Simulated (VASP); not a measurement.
# Zr12H (a cell with a defect) in VASP: single point with PBE

Aim: the single point of Zr12H (a cell with a defect) with PBE.

All numbers are computed with VASP 6.6.1; they aren't measurements. Logs are shortened: lines on timing, memory, paths and dates and some standing lists are left out, and cuts for length are marked.

### Step 1. The cell of the first run

The cell holds a defect, 13 atoms: a = 6.460 Å, b = 9.690 Å, c = 5.145 Å, α = 90.00°, β = 90.00°, γ = 120.00°.

### Step 2. Single point, PBE

The input, INCAR:

```
PREC = Accurate
ENCUT = 520
EDIFF = 1E-6
ISMEAR = -1
SIGMA = 0.1
LREAL = False
LASPH = True
NELM = 80
ALGO = Normal
ISIF = 2
LWAVE = False
LCHARG = True
GGA = PE
LELF = True
LVHAR = True
NBANDS = 84
```

The input, KPOINTS:

```
Automatic mesh
0
Gamma
  3 2 3
```

The input, POSCAR:

```
Zr12H
1.0
    6.4600000000      0.0000000000      0.0000000000
   -4.8450000000      8.3917860000      0.0000000000
    0.0000000000      0.0000000000      5.1453900000
Zr H
12 1
Direct
   -0.0089325426     -0.0043971569     -0.0013993108
    0.1642722100      0.2302370437      0.5234782980
    0.0001117890      0.3301800117      0.0032456238
    0.1386971307      0.5521947295      0.4961917367
    0.0010161803      0.6627790556      0.0162864234
    0.1811759014      0.9023109026      0.4946175120
    0.4925076814     -0.0054696342      0.0276363891
    0.6722364618      0.2246124961      0.5060257823
    0.5035736994      0.3222675125     -0.0279279122
    0.6776178627      0.5685678829      0.5064339146
    0.4861466629      0.6532935897     -0.0337972437
    0.6688348879      0.9012741745      0.5024692006
    0.8473181649      0.8288700403      0.2443352205
```

Potentials or basis: VASP PAW PBE potentials, release 64 (Zr_sv, H).

Launch:

```bash
cat potpaw_PBE.64/Zr_sv/POTCAR potpaw_PBE.64/H/POTCAR > POTCAR
mpirun -np 1 vasp_std > vasp.out
```

OUTCAR:

```text
PREC = Accurate
   ENCUT = 520
   EDIFF = 1E-6
   ISMEAR = -1
   LREAL = False
   LASPH = True
   NELM = 80
   ISIF = 2
   GGA = PE

 ion  position               nearest neighbor table
   1  0.991  0.996  0.999-  13 1.89  12 3.13   2 3.14   6 3.15  12 3.16   6 3.19   3 3.21   7 3.22
                             9 3.24   7 3.25   5 3.26  11 3.29   2 3.34
   2  0.164  0.230  0.523-   9 3.00   3 3.03   1 3.14   8 3.15  12 3.20   3 3.20   4 3.21   6 3.24
                            10 3.30   8 3.31   1 3.34   9 3.42
   3  0.000  0.330  0.003-   2 3.03  11 3.14   8 3.15   4 3.15   8 3.17   9 3.17   2 3.20   4 3.21
                             1 3.21   5 3.22   7 3.27   9 3.30
   4  0.139  0.552  0.496-   5 3.00  10 3.06   8 3.10  11 3.11   3 3.15   5 3.17   2 3.21   3 3.21
                             6 3.26  11 3.35  12 3.40  10 3.41
   5  0.001  0.663  0.016-   4 3.00  10 3.11   4 3.17   6 3.18  10 3.19  11 3.19   7 3.20   3 3.22
                             1 3.26   9 3.27  11 3.29   6 3.35
   6  0.181  0.902  0.495-  13 2.30   7 2.97   8 3.15   1 3.15  12 3.16   5 3.18   1 3.19   2 3.24
                            10 3.24   7 3.25   4 3.26  12 3.30   5 3.35
   7  0.493  0.995  0.028-   6 2.97  12 3.02   8 3.13   9 3.15   5 3.20   1 3.22  12 3.23   1 3.25
                             6 3.25   3 3.27  11 3.30   8 3.31
   8  0.672  0.225  0.506-   9 2.98   4 3.10  12 3.12   7 3.13   3 3.15   6 3.15   2 3.15   3 3.17
                             9 3.27   7 3.31   2 3.31  10 3.32
   9  0.504  0.322  0.972-   8 2.98   2 3.00   7 3.15  10 3.16   3 3.17   1 3.24   8 3.27   5 3.27
                            11 3.27   3 3.30   2 3.42  10 3.44
  10  0.678  0.569  0.506-  11 2.97   4 3.06   5 3.11   9 3.16   5 3.19   6 3.24  12 3.25   2 3.30
                            11 3.31   8 3.32   4 3.41   9 3.44
  11  0.486  0.653  0.966-  10 2.97   4 3.11   3 3.14  12 3.17   5 3.19   9 3.27   5 3.29   1 3.29
                             7 3.30  10 3.31   4 3.35  12 3.46
  12  0.669  0.901  0.502-  13 2.10   7 3.02   8 3.12   1 3.13   6 3.16   1 3.16  11 3.17   2 3.20
                             7 3.23  10 3.25   6 3.30   4 3.40  11 3.46
  13  0.847  0.829  0.244-   1 1.89  12 2.10   6 2.30

  LATTYP: Found a simple monoclinic cell.
 ALAT       =     6.4600000000
 B/A-ratio  =     0.7965000000
 C/A-ratio  =     1.3228756308
 COS(beta)  =    -0.1889822400

  Lattice vectors:

 A1 = (   6.4600000000,   0.0000000000,   0.0000000000)
 A2 = (   0.0000000000,   0.0000000000,   5.1453900000)
 A3 = (  -1.6150000000,  -8.3917860000,   0.0000000000)

Analysis of symmetry for initial positions (statically):
=====================================================================
 Subroutine PRICEL returns:
 Original cell was already a primitive cell.

 Routine SETGRP: Setting up the symmetry group for a
 simple monoclinic supercell.
[... 162 lines left out ...]
   IALGO  =     38    algorithm
   IMIX   =      4    mixing-type and parameters
     AMIX     =   0.40;   BMIX     =  1.00
     AMIX_MAG =   1.60;   BMIX_MAG =  1.00
  volume/ion in A,a.u.               =      21.46       144.80
  Fermi-wavevector in a.u.,A,eV,Ry     =   1.316323  2.487490 23.574895  1.732706
  Thomas-Fermi vector in A             =   2.446443
   LORBIT       =      0    0 simple, 1 ext, 2 COOP (PROOUT), +10 PAW based schemes
   GGA     = PE    functional components
   LHFCALC =     F    Hartree Fock is set to
   AEXX    =    0.0000 exact exchange contribution
   IVDW    =     0    specifies the selected vdW correction
   LEPSILON=     F    determine dielectric tensor
   LRPA    =     F    only Hartree local field effects (RPA)
 non-spin polarized calculation
  energy-cutoff  :      520.00
  volume of cell :      278.94
 maximum number of plane-waves:      7545
   NGX = 25   NGY = 37   NGZ = 19

 number of electron     145.0000000 magnetization

 Free energy of the ion-electron system (eV)
  ---------------------------------------------------
  ext. energy  EPLUGINS =         0.00000000
  ---------------------------------------------------
  free energy    TOTEN  =      -105.37865810 eV

  energy without entropy =     -104.80690777  energy(sigma->0) =     -105.09278293

 E-fermi :   9.0103     XC(G=0): -11.1213

 val. band max:        9.0087088978   @ k =   0.3333   0.0000   0.0000
 cond. band min:       9.0149310690   @ k =   0.0000   0.0000   0.3333
 fundamental gap:      0.0062221712
 Fermi energy:         9.0102576020

 k-point     1 :       0.0000    0.0000    0.0000
  band No.  band energies     occupation
      1     -39.7717      2.00000
      2     -39.6917      2.00000
      3     -39.6593      2.00000
      4     -39.6550      2.00000
      5     -39.6194      2.00000
      6     -39.6044      2.00000
[... 859 lines left out ...]
     83       9.7895      0.00083
     84      10.1392      0.00003

------------------------ aborting loop because EDIFF is reached ----------------------------------------

  FORCE on cell =-STRESS in cart. coord.  units (eV):
  Direction    XX          YY          ZZ          XY          YZ          ZX
  --------------------------------------------------------------------------------------
  -------------------------------------------------------------------------------------
  Total        4.5793695      1.9678785      5.6438069     -0.5241502     -0.7419131     -0.2656304
  in kB       26.3033494     11.3032582     32.4173504     -3.0106559     -4.2614596     -1.5257491
  external PRESSURE =      23.3413194 kB  Pullay stress =       0.0000000 kB

 VOLUME and BASIS-vectors are now :
 -----------------------------------------------------------------------------
  energy-cutoff  :      520.00
  volume of cell :      278.94
      direct lattice vectors                 reciprocal lattice vectors
     6.460000000  0.000000000  0.000000000     0.154798762  0.089373108  0.000000000
    -4.845000000  8.391786000  0.000000000     0.000000000  0.119164145  0.000000000
     0.000000000  0.000000000  5.145390000     0.000000000  0.000000000  0.194348728

 POSITION                                       TOTAL-FORCE (eV/Angst)
 -----------------------------------------------------------------------------------
      1.57860      8.35489      5.13819         0.109383      0.837648     -0.675326
     -0.05430      1.93210      2.69350         0.244998      0.262942     -0.742216
     -1.59900      2.77080      0.01670        -0.080256     -0.101172      0.084777
     -1.77940      4.63390      2.55310         0.555314      0.448274      0.215024
     -3.20460      5.56190      0.08380         0.060105     -0.025860     -0.564585
     -3.20130      7.57200      2.54500        -0.326467     -0.085865      0.768040
     -1.63690      8.34589      0.14220         0.201328      0.083676     -0.946919
      3.25440      1.88490      2.60370        -0.093247     -0.084220     -0.086781
      1.69170      2.70440      5.00169        -0.177637      0.412160      0.899216
      1.62270      4.77130      2.60580        -0.260965     -0.369025     -0.364318
     -0.02470      5.48230      4.97149        -0.304556      0.102705      0.460565
     -0.04600      7.56330      2.58540        -0.130268     -0.256263      0.118323
      1.45780      6.95570      1.25720         0.202267     -1.225002      0.834198
 -----------------------------------------------------------------------------------
    total drift:                                0.000108      0.000001     -0.000067

  FREE ENERGIE OF THE ION-ELECTRON SYSTEM (eV)
  ---------------------------------------------------
  free  energy   TOTEN  =      -105.3786580979 eV

  energy  without entropy=     -104.8069077671  energy(sigma->0) =     -105.09278293
```

OSZICAR:

```text
N       E                     dE             d eps       ncg     rms          rms(c)
DAV:   1     0.168401852508E+04    0.16840E+04   -0.76461E+04  1680   0.173E+03
DAV:   2     0.515614154114E+02   -0.16325E+04   -0.15989E+04  1904   0.529E+02
DAV:   3    -0.904460786361E+02   -0.14201E+03   -0.13696E+03  2696   0.110E+02
DAV:   4    -0.108576500426E+03   -0.18130E+02   -0.17810E+02  2576   0.341E+01
DAV:   5    -0.110046998626E+03   -0.14705E+01   -0.14583E+01  2408   0.795E+00    0.370E+01
DAV:   6    -0.106089499085E+03    0.39575E+01   -0.82744E+00  2032   0.118E+01    0.145E+01
DAV:   7    -0.105703200081E+03    0.38630E+00   -0.66260E+00  2216   0.985E+00    0.369E+00
DAV:   8    -0.105346299776E+03    0.35690E+00   -0.23476E+00  2240   0.544E+00    0.251E+00
DAV:   9    -0.105375436115E+03   -0.29136E-01   -0.37875E-01  2256   0.217E+00    0.176E+00
DAV:  10    -0.105383320300E+03   -0.78842E-02   -0.18403E-01  2176   0.206E+00    0.354E-01
DAV:  11    -0.105379863548E+03    0.34568E-02   -0.49316E-02  2320   0.106E+00    0.174E-01
DAV:  12    -0.105378652233E+03    0.12113E-02   -0.90263E-03  2264   0.429E-01    0.657E-02
DAV:  13    -0.105378663846E+03   -0.11613E-04   -0.14168E-03  2320   0.154E-01    0.459E-02
DAV:  14    -0.105378660810E+03    0.30366E-05   -0.22413E-04  2336   0.652E-02    0.259E-02
DAV:  15    -0.105378658588E+03    0.22215E-05   -0.37206E-05  2360   0.256E-02    0.123E-02
DAV:  16    -0.105378658301E+03    0.28718E-06   -0.11473E-05  1856   0.146E-02    0.485E-03
DAV:  17    -0.105378658098E+03    0.20288E-06   -0.31500E-06  1288   0.761E-03
   1 F= -.10537866E+03 E0= -.10509278E+03  d E =-.571750E+00
```

stdout:

```text
POSCAR found type information on POSCAR ZrH
 POSCAR found :  2 types and      13 ions
 scaLAPACK will be used
 LDA part: xc-table for (Slater+PW92), standard interpolation
 -----------------------------------------------------------------------------
|                                                                             |
|           W    W    AA    RRRRR   N    N  II  N    N   GGGG   !!!           |
|           W    W   A  A   R    R  NN   N  II  NN   N  G    G  !!!           |
|           W    W  A    A  R    R  N N  N  II  N N  N  G       !!!           |
|           W WW W  AAAAAA  RRRRR   N  N N  II  N  N N  G  GGG   !            |
|           WW  WW  A    A  R   R   N   NN  II  N   NN  G    G                |
|           W    W  A    A  R    R  N    N  II  N    N   GGGG   !!!           |
|                                                                             |
|     Your reciprocal lattice and k-lattice belong to different lattice       |
|     classes:                                                                |
|                                                                             |
|        The reciprocal lattice is simple monoclinic,                         |
|        whereas your k-lattice is hexagonal.                                 |
|                                                                             |
|     Results are often still useful ...                                      |
|                                                                             |
 -----------------------------------------------------------------------------

 POSCAR, INCAR and KPOINTS ok, starting setup
 FFT: planning ... GRIDC
 FFT: planning ... GRID_SOFT
 FFT: planning ... GRID
 WAVECAR not read
 entering main loop
```

Run time: 7.1 min. Hardware: 1 thread of AMD EPYC 7R43 (Zen 3), shared host; peak memory 0.38 GiB.

What came out:

- Free energy: -105.3787 eV
- Pressure: 2.3 GPa
- Largest force: 1.496 eV/Å

Forces on the atoms (eV/Å):
```
Zr   0.109  0.838 -0.675
Zr   0.245  0.263 -0.742
Zr  -0.080 -0.101  0.085
Zr   0.555  0.448  0.215
Zr   0.060 -0.026 -0.565
Zr  -0.326 -0.086  0.768
Zr   0.201  0.084 -0.947
Zr  -0.093 -0.084 -0.087
Zr  -0.178  0.412  0.899
Zr  -0.261 -0.369 -0.364
Zr  -0.305  0.103  0.461
Zr  -0.130 -0.256  0.118
H    0.202 -1.225  0.834
```

Caveat: the k points lie up to 0.41 Å⁻¹ apart.
